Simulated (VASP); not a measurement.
Set up this calculation in VASP 6.6.1, as the native input.

| Quantity | Value |
| --- | --- |
| Task | single point |
| Functional | PBE |
| Potentials or basis | VASP PAW PBE potentials, release 64 (Na_pv) |
| Cutoff | 520 eV |
| k mesh | 16 × 16 × 16 |
| Occupations | gaussian, width 0.15 eV |
| Spin | no spin polarisation |
| Dipole correction | no |
| Further INCAR settings | ALGO = Normal; EDIFF = 1e-06; NBANDS = 10 |

The structure of Na lies in POSCAR:

```
Na
1.0
   -2.1175000000      2.1598500000      2.1175000000
    2.1175000000     -2.1598500000      2.1175000000
    2.1175000000      2.1598500000     -2.1175000000
Na
1
Direct
    0.0000000000      0.0000000000      0.0000000000
```

This cell differs from its parent crystal: strain +0.0200 x Voigt [0, 1, 0, 0, 0, 0].

These files were run (other wordings do the same):

INCAR

```
ALGO = Normal ; EDIFF = 1E-6
ENCUT = 520 ; GGA = PE
ISIF = 2 ; ISMEAR = 0
LASPH = True ; LCHARG = False
LREAL = False ; LWAVE = False
NBANDS = 10 ; NELM = 80
PREC = Accurate ; SIGMA = 0.15
```

KPOINTS

```
k-points
0
Gamma
  16 16 16
```

Potentials or basis: VASP PAW PBE potentials, release 64 (Na_pv).

The run is started by

```bash
$ cat potpaw_PBE.64/Na_pv/POTCAR > POTCAR
$ mpirun -np 1 vasp_std > vasp.out
```

Results of the run:

The pressure is -0.4 GPa and the band gap on the k mesh is zero (an odd number of electrons rules out a gap without spin polarisation).

Caveat: the cell differs from its parent crystal (strain +0.0200 x Voigt [0, 1, 0, 0, 0, 0]).

Wall time 92 s on 1 thread of Intel Xeon 8259CL, with other jobs on the host, peak memory 0.23 GiB.
